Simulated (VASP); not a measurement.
A run of VASP 6.6.1:

POSCAR

```
CuCl
1.0
    0.0000000000      2.7100000000      2.7100000000
    2.7100000000      0.0000000000      2.7100000000
    2.7100000000      2.7100000000      0.0000000000
Cu Cl
1 1
Direct
    0.0000000000      0.0000000000      0.0000000000
    0.2500000000      0.2500000000      0.2500000000
```

The input INCAR.step1:

```
PREC = Accurate
ENCUT = 500
EDIFF = 1E-8
ISMEAR = 0
SIGMA = 0.01
LREAL = False
LASPH = True
NELM = 100
ALGO = Normal
LWAVE = True
LCHARG = False
GGA = PE
```

INCAR.step2

```
PREC = Accurate
ENCUT = 500
EDIFF = 1E-8
ISMEAR = 0
SIGMA = 0.01
LREAL = False
LASPH = True
NELM = 1
ALGO = Exact
LWAVE = True
LCHARG = False
GGA = PE
NBANDS = 397
LOPTICS = True
ISTART = 1
```

File INCAR.step3:

```
PREC = Accurate
ENCUT = 500
EDIFF = 1E-8
ISMEAR = 0
SIGMA = 0.01
LREAL = False
LASPH = True
ALGO = EVGW0
LWAVE = False
LCHARG = False
GGA = PE
NELMGW = 1
NBANDS = 397
ENCUTGW = 180.0
NOMEGA = 48
PRECFOCK = Fast
ISTART = 1
NBANDSGW = 17
```

KPOINTS

```
Automatic mesh
0
Gamma
  2 2 2
```

Potentials or basis: VASP PAW PBE potentials, release 64 (Cu_GW, Cl_GW).

Launch:

```sh
$ cat potpaw_PBE.64/Cu_GW/POTCAR potpaw_PBE.64/Cl_GW/POTCAR > POTCAR
$ cp INCAR.step1 INCAR
$ mpirun -np 1 vasp_std > vasp.out
$ cp INCAR.step2 INCAR
$ mpirun -np 1 vasp_std > vasp.out
$ cp INCAR.step3 INCAR
$ mpirun -np 1 vasp_std > vasp.out
```

Hardware: 1 thread of Intel Xeon 8259CL, with other jobs on the host.

Question: How long does it take, and how much memory?

Answer: It took 110 s on 1 thread of Intel Xeon 8259CL, on a shared host, peak memory 0.26 GiB. Counts: k points 3.
